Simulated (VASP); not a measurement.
A run of VASP 6.6.1 is set up as follows.

The input INCAR:

```
SYSTEM = Be2ZnN2
PREC     = Accurate       ! precision mode
ENCUT    = 600            ! plane-wave cutoff, eV
EDIFF    = 1E-6           ! SCF threshold, eV
ISMEAR   = 0              ! smearing method
SIGMA    = 0.1            ! smearing width, eV
LREAL    = .False.        ! projectors in reciprocal space
LASPH    = .True.         ! aspherical terms in the spheres
NELM     = 100            ! most SCF steps
ALGO     = Normal         ! electronic algorithm
ISIF     = 3              ! what is computed and relaxed
LWAVE    = .False.        ! write WAVECAR
LCHARG   = .False.        ! write CHGCAR
GGA      = PE             ! functional
IBRION   = 2              ! ionic algorithm
NSW      = 100            ! ionic steps
EDIFFG   = -0.005         ! ionic threshold
```

KPOINTS

```
Automatic mesh
0
Gamma
  18 18 18
  0 0 0
```

The input POSCAR:

```
Be2ZnN2
1.0
   -1.3670624257      1.3670624257      5.7317981803
    1.3670624257     -1.3670624257      5.7317981803
    1.3670624257      1.3670624257     -5.7317981803
Be Zn N
2 1 2
Direct
    0.3100423923      0.3100423923      0.0000000000
    0.6899576077      0.6899576077      0.0000000000
    0.0000000000      0.0000000000      0.0000000000
    0.1606544795      0.1606544795      0.0000000000
    0.8393455205      0.8393455205      0.0000000000
```

Potentials or basis: VASP PAW PBE potentials, release 64 (Be, Zn, N).

Launch:

```console
$ cat potpaw_PBE.64/Be/POTCAR potpaw_PBE.64/Zn/POTCAR potpaw_PBE.64/N/POTCAR > POTCAR
$ mpirun -np 1 vasp_std > vasp.out
```

(1) Predict the band gap on the k mesh.

(2) What does it give for the space group after relaxing (to 0.05 Å)?

(3) Estimate the relaxed volume.

Answers

(1) zero (band 13 reaches 5.82 eV, above the bottom of band 14 at 5.53 eV).

(2) I4/mmm (No. 139).

(3) 8.60 Å³/atom.
